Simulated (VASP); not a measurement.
Input of a VASP 6.6.1 run:

The input INCAR:

```
SYSTEM = CaO
PREC = Accurate
ENCUT = 520
EDIFF = 1E-6
ISMEAR = 0
SIGMA = 0.01
LREAL = .FALSE.
LASPH = .TRUE.
NELM = 60
ALGO = Normal
ISIF = 2
LWAVE = .FALSE.
LCHARG = .FALSE.
GGA = PS
NBANDS = 15
```

Contents of KPOINTS:

```
regular mesh
0
G
  8 8 8
  0 0 0
```

File POSCAR:

```
CaO
1.0
    2.3597404979      2.3597404979      0.0000000000
   -2.3597404979      2.3597404979      0.0000000000
    0.0000000000      2.3597404979      2.3966288490
Ca O
1 1
Direct
    0.0000000000      0.0000000000      0.0000000000
    0.5000000000      0.5000000000      0.0000000000
```

Potentials or basis: VASP PAW PBE potentials, release 64 (Ca_sv, O).

Run with:

```sh
$ cat potpaw_PBE.64/Ca_sv/POTCAR potpaw_PBE.64/O/POTCAR > POTCAR
$ mpirun -np 1 vasp_std > vasp.out
```

**Question.** Predict the band gap on the k mesh.

**Answer.** 3.48 eV, indirect (least direct gap 3.86 eV).

**Question.** What does it give for the pressure?

**Answer.** 2.5 GPa.

Stress tensor (GPa, compression positive):
```
3.43 0.00 0.00
0.00 3.43 0.00
0.00 0.00 0.54
```

Caveat: the cell differs from its parent crystal (in-plane strain -0.01, then relaxed in part); the PAW data sets were made with another functional, which shifts forces and pressure a little. A k mesh can miss the band edges.
